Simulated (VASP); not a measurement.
# BN (P6_3/mmc) in VASP: notebook

The runs below take BN through electric field gradients, with PBEsol.

All numbers are computed with VASP 6.6.1; they aren't measurements. Logs are shortened: lines on timing, memory, paths and dates and some standing lists are left out, and cuts for length are marked.

## Step 1: The cell of the first run

Symmetry: P6_3/mmc, No. 194, hexagonal system. The conventional cell has a = 2.470 Å, b = 2.470 Å, c = 6.571 Å, α = 90.00°, β = 90.00°, γ = 120.00°. Within 1.9 Å of B (site symmetry -6m2) lie 3 N at 1.43 Å. N (site symmetry -6m2) has 3 B at 1.43 Å within 1.9 Å.

## Step 2: Electric field gradients, PBEsol (volume scaled by 0.96)

INCAR

```
SYSTEM = BN
PREC = Accurate
ENCUT = 520
EDIFF = 1E-8
ISMEAR = -1
SIGMA = 0.02
LREAL = .FALSE.
LASPH = .TRUE.
NELM = 60
ALGO = Normal
ISIF = 2
LWAVE = .FALSE.
LCHARG = .FALSE.
GGA = PS
LEFG = .TRUE.
NBANDS = 16
```

KPOINTS

```
regular mesh
0
G
  11 11 4
  0 0 0
```

POSCAR

```
BN
1.0
    2.4701498301      0.0000000000      0.0000000000
   -1.2350749151      2.1392125040      0.0000000000
    0.0000000000      0.0000000000      6.5711727478
B N
2 2
Direct
    0.3333333333      0.6666666667      0.2500000000
    0.6666666667      0.3333333333      0.7500000000
    0.3333333333      0.6666666667      0.7500000000
    0.6666666667      0.3333333333      0.2500000000
```

Potentials or basis: VASP PAW PBE potentials, release 64 (B, N).

On the command line:

```bash
$ cat potpaw_PBE.64/B/POTCAR potpaw_PBE.64/N/POTCAR > POTCAR
$ mpirun -np 1 vasp_std > vasp.out
```

OUTCAR:

```text
SYSTEM = BN
   PREC = Accurate
   ENCUT = 520
   EDIFF = 1E-8
   ISMEAR = -1
   LREAL = .FALSE.
   LASPH = .TRUE.
   NELM = 60
   ISIF = 2
   GGA = PS

 ion  position               nearest neighbor table
   1  0.333  0.667  0.250-   4 1.43   4 1.43   4 1.43
   2  0.667  0.333  0.750-   3 1.43   3 1.43   3 1.43
   3  0.333  0.667  0.750-   2 1.43   2 1.43   2 1.43
   4  0.667  0.333  0.250-   1 1.43   1 1.43   1 1.43

  LATTYP: Found a hexagonal cell.
 ALAT       =     2.4701498301
 C/A-ratio  =     2.6602324554

  Lattice vectors:

 A1 = (   2.4701498301,   0.0000000000,   0.0000000000)
 A2 = (  -1.2350749151,   2.1392125040,   0.0000000000)
 A3 = (   0.0000000000,   0.0000000000,   6.5711727478)

Analysis of symmetry for initial positions (statically):
=====================================================================
 Subroutine PRICEL returns:
 Original cell was already a primitive cell.

 Routine SETGRP: Setting up the symmetry group for a
 hexagonal supercell.

 Subroutine GETGRP returns: Found 24 space group operations
 (whereof 12 operations were pure point group operations)
 out of a pool of 24 trial point group operations.

The static configuration has the point symmetry D_3d.
 The point group associated with its full space group is D_6h.

Analysis of symmetry for dynamics (positions and initial velocities):
=====================================================================
 Subroutine PRICEL returns:
 Original cell was already a primitive cell.

 Routine SETGRP: Setting up the symmetry group for a
 hexagonal supercell.

 Subroutine GETGRP returns: Found 24 space group operations
 (whereof 12 operations were pure point group operations)
 out of a pool of 24 trial point group operations.

The dynamic configuration has the point symmetry D_3d.
 The point group associated with its full space group is D_6h.

 Subroutine INISYM returns: Found 24 space group operations
 (whereof 12 operations are pure point group operations),
 and found     1 'primitive' translations

----------------------------------------------------------------------------------------

                                     Primitive cell

  volume of cell :      34.7232

  direct lattice vectors                    reciprocal lattice vectors
     2.470149830  0.000000000  0.000000000     0.404833742  0.233730870  0.000000000
    -1.235074915  2.139212504  0.000000000     0.000000000  0.467461740  0.000000000
     0.000000000  0.000000000  6.571172748     0.000000000  0.000000000  0.152179837

  length of vectors
     2.470149830  2.470149830  6.571172748     0.467461740  0.467461740  0.152179837

  position of ions in fractional coordinates (direct lattice)
     0.333333333  0.666666667  0.250000000
     0.666666667  0.333333333  0.750000000
     0.333333333  0.666666667  0.750000000
     0.666666667  0.333333333  0.250000000

  ion indices of the primitive-cell ions
   primitive index   ion index
                 1           1
                 2           2
                 3           3
                 4           4

----------------------------------------------------------------------------------------

 KPOINTS: regular mesh

Automatic generation of k-mesh.
 Grid dimensions read from file:
 generate k-points for:   11   11    4

 Generating k-lattice:

  Cartesian coordinates                     Fractional coordinates (reciprocal lattice)
     0.036803067  0.021248261  0.000000000     0.090909091 -0.000000000  0.000000000
     0.000000000  0.042496522  0.000000000     0.000000000  0.090909091  0.000000000
     0.000000000  0.000000000  0.038044959     0.000000000  0.000000000  0.250000000

  Length of vectors
     0.042496522  0.042496522  0.038044959

  Shift w.r.t. Gamma in fractional coordinates (k-lattice)
     0.000000000  0.000000000  0.000000000

 Subroutine IBZKPT returns following result:
 ===========================================

 Found     48 irreducible k-points:

 Following reciprocal coordinates:
            Coordinates               Weight
  0.000000  0.000000  0.000000      1.000000
  0.090909 -0.000000  0.000000      6.000000
  0.181818 -0.000000  0.000000      6.000000
  0.272727 -0.000000  0.000000      6.000000
  0.363636 -0.000000  0.000000      6.000000
  0.454545 -0.000000  0.000000      6.000000
[... 16 lines left out ...]
  0.090909  0.090909  0.250000     12.000000
  0.181818  0.090909  0.250000     24.000000
 [... further k-points ...]
   k-points           NKPTS =     48   k-points in BZ     NKDIM =     48   number of bands    NBANDS=     16
   number of dos      NEDOS =    301   number of ions     NIONS =      4
   total plane-waves  NPLWV =  16200
   dimension x,y,z NGX =    18 NGY =   18 NGZ =   50
   dimension x,y,z NGXF=    36 NGYF=   36 NGZF=  100
   ions per type =               2   2
   NGX,Y,Z   is equivalent  to a cutoff of  12.11, 12.11, 12.65 a.u.
   NGXF,Y,Z  is equivalent  to a cutoff of  24.23, 24.23, 25.30 a.u.
 SYSTEM =  BN
   PREC   = accura    normal or accurate (medium, high low for compatibility)
   ISTART =      0    job   : 0-new  1-cont  2-samecut
   ICHARG =      2    charge: 1-file 2-atom 10-const
   ISPIN  =      1    spin polarized calculation?
   LNONCOLLINEAR =      F non collinear calculations
   LSORBIT =      F    spin-orbit coupling
   LASPH  =      T    aspherical Exc in radial PAW
   ENCUT  =  520.0 eV  38.22 Ry    6.18 a.u.   4.59  4.59 12.22*2*pi/ulx,y,z
   NELM   =     60;   NELMIN=  2; NELMDL= -5     # of ELM steps
   EDIFF  = 0.1E-07   stopping-criterion for ELM
   LREAL  =      F    real-space projection
   EDIFFG = 0.1E-06   stopping-criterion for IOM
   NSW    =      0    number of steps for IOM
   IBRION =     -1    ionic relax: 0-MD 1-quasi-New 2-CG
   NFREE  =      0    steps in history (QN), initial steepest desc. (CG)
   ISIF   =      2    stress and relaxation
   ISYM   =      2    0-nonsym 1-usesym 2-fastsym
   POTIM  = 0.5000    time-step for ionic-motion
   TEBEG  =    0.0;   TEEND  =   0.0 temperature during run
   PSTRESS=    0.0 pullay stress
   NELECT =      16.0000    total number of electrons
   NUPDOWN=      -1.0000    fix difference up-down
   EMIN   =  10.00;   EMAX   =-10.00  energy-range for DOS
   EFERMI =   0.00;   METHOD = LEGACY
   ISMEAR =    -1;   SIGMA  =   0.02  broadening in eV -4-tet -1-fermi 0-gaus
   EFERMI_NEDOS =   21; number of points for ismear=-14 and -15
   IALGO  =     38    algorithm
   IMIX   =      4    mixing-type and parameters
     AMIX     =   0.40;   BMIX     =  1.00
     AMIX_MAG =   1.60;   BMIX_MAG =  1.00
  volume/ion in A,a.u.               =       8.68        58.58
  Fermi-wavevector in a.u.,A,eV,Ry     =   1.264469  2.389500 21.754102  1.598881
  Thomas-Fermi vector in A             =   2.397772
   LORBIT       =      0    0 simple, 1 ext, 2 COOP (PROOUT), +10 PAW based schemes
   GGA     = PS    functional components
   LHFCALC =     F    Hartree Fock is set to
   AEXX    =    0.0000 exact exchange contribution
   IVDW    =     0    specifies the selected vdW correction
   LEPSILON=     F    determine dielectric tensor
   LRPA    =     F    only Hartree local field effects (RPA)
 non-spin polarized calculation
  energy-cutoff  :      520.00
  volume of cell :       34.72
 maximum number of plane-waves:       955
   NGX =  9   NGY =  9   NGZ = 25

 number of electron      15.9999997 magnetization

 Free energy of the ion-electron system (eV)
  ---------------------------------------------------
  ext. energy  EPLUGINS =         0.00000000
  ---------------------------------------------------
  free energy    TOTEN  =       -36.51097638 eV

  energy without entropy =      -36.51097638  energy(sigma->0) =      -36.51097638

 E-fermi :   2.9569     XC(G=0): -10.4580

 val. band max:        2.4806208680   @ k =   0.3636   0.2727   0.0000
 cond. band min:       6.7588158473   @ k =   0.4545   0.0909   0.0000
 fundamental gap:      4.2781949793
 Fermi energy:         2.9568638358

 k-point     1 :       0.0000    0.0000    0.0000
  band No.  band energies     occupation
      1     -15.5646      2.00000
      2     -15.2398      2.00000
      3      -4.0950      2.00000
      4      -1.8323      2.00000
      5       1.1953      2.00000
      6       1.1953      2.00000
[... 433 lines left out ...]
      3      -2.3676      2.00000
      4      -2.2384      2.00000
      5      -2.1438      2.00000
      6      -0.8084      2.00000
[... 8 lines left out ...]
     15      17.7915      0.00000
     16      17.8640      0.00000

 [... further k-points ...]
[... 5 lines left out ...]
  --------------------------------------------------------------------------------------
  -------------------------------------------------------------------------------------
  Total        3.6011684      3.6011684      0.2382513     -0.0000000      0.0000000     -0.0000000
  in kB      166.1628387    166.1628387     10.9932388     -0.0000000      0.0000000     -0.0000000
  external PRESSURE =     114.4396388 kB  Pullay stress =       0.0000000 kB

 VOLUME and BASIS-vectors are now :
 -----------------------------------------------------------------------------
  energy-cutoff  :      520.00
  volume of cell :       34.72
      direct lattice vectors                 reciprocal lattice vectors
     2.470149830  0.000000000  0.000000000     0.404833742  0.233730870  0.000000000
    -1.235074915  2.139212504  0.000000000     0.000000000  0.467461740  0.000000000
     0.000000000  0.000000000  6.571172748     0.000000000  0.000000000  0.152179837

 POSITION                                       TOTAL-FORCE (eV/Angst)
 -----------------------------------------------------------------------------------
     -0.00000      1.42614      1.64279        -0.000000      0.000000      0.000000
      1.23507      0.71307      4.92838         0.000000      0.000000      0.000000
     -0.00000      1.42614      4.92838         0.000000      0.000000      0.000000
      1.23507      0.71307      1.64279        -0.000000      0.000000      0.000000
 -----------------------------------------------------------------------------------
    total drift:                               -0.000000      0.000000      0.000000

  FREE ENERGIE OF THE ION-ELECTRON SYSTEM (eV)
  ---------------------------------------------------
  free  energy   TOTEN  =       -36.5109763826 eV

  energy  without entropy=      -36.5109763826  energy(sigma->0) =      -36.51097638

 Electric field gradients (V/A^2)
---------------------------------------------------------------------
 ion       V_xx      V_yy      V_zz      V_xy      V_xz      V_yz
---------------------------------------------------------------------
   1     -17.814   -17.814    35.627     0.000    -0.000    -0.000
   2     -17.814   -17.814    35.627     0.000    -0.000    -0.000
   3      -4.193    -4.195     8.389    -0.002     0.000     0.000
   4      -4.193    -4.195     8.389    -0.002     0.000     0.000
---------------------------------------------------------------------

 Electric field gradients after diagonalization (V/A^2)
 (convention: |V_zz| > |V_xx| > |V_yy|)
----------------------------------------------------------------------
 ion       V_xx      V_yy      V_zz     asymmetry (V_yy - V_xx)/ V_zz
----------------------------------------------------------------------
   1     -17.814   -17.813    35.627       0.000
   2     -17.814   -17.813    35.627       0.000
   3      -4.196    -4.192     8.389       0.000
   4      -4.196    -4.192     8.389       0.000
----------------------------------------------------------------------

           NMR quadrupolar parameters

 Cq : quadrupolar parameter    Cq=e*Q*V_zz/h
 eta: asymmetry parameters     (V_yy - V_xx)/ V_zz
 Q  : nuclear electric quadrupole moment in mb (millibarn)
----------------------------------------------------------------------
 ion       Cq(MHz)       eta       Q (mb)
----------------------------------------------------------------------
   1       0.086       0.000       1.000
   2       0.086       0.000       1.000
   3       0.020       0.000       1.000
   4       0.020       0.000       1.000
----------------------------------------------------------------------
```

Wall time 64 s (1 thread of AMD EPYC 7R13, shared host); peak memory 0.12 GiB.

What came out:

* Free energy: -36.5110 eV
* Pressure: 11.4 GPa
* Band gap on the k mesh: 4.28 eV, indirect (least direct gap 4.67 eV)

Levels at points of the mesh, in eV from the valence-band top:
| k point | band 4 | band 5 | band 6 | band 7 | band 8 | band 9 | band 10 | band 11 | band 12 | band 13 |
| --- | --- | --- | --- | --- | --- | --- | --- | --- | --- | --- |
| (0.00, 0.00, 0.00) | -4.31 | -1.29 | -1.29 | -1.25 | -1.25 | 5.08 | 10.41 | 11.82 | 11.82 | 11.95 |
| (0.00, 0.00, 0.50) | -5.58 | -1.27 | -1.27 | -1.27 | -1.27 | 7.59 | 7.59 | 11.88 | 11.88 | 11.88 |

Electric field gradients, principal values (V/Å²):
```csv
atom,least,middle,greatest (by size)
1 B,-17.813,-17.814,35.627
2 B,-17.813,-17.814,35.627
3 N,-4.192,-4.196,8.389
4 N,-4.192,-4.196,8.389
```

Caveat: without QUAD_EFG the Cq values of the log hold for a quadrupole moment of 1 mb, not for the nuclei; the PAW data sets were made with another functional, which shifts forces and pressure a little; this functional lacks dispersion, which binds the layers, so the pressure and a relaxed spacing across them are unreliable.

(Part 1 of 2 ends here.)
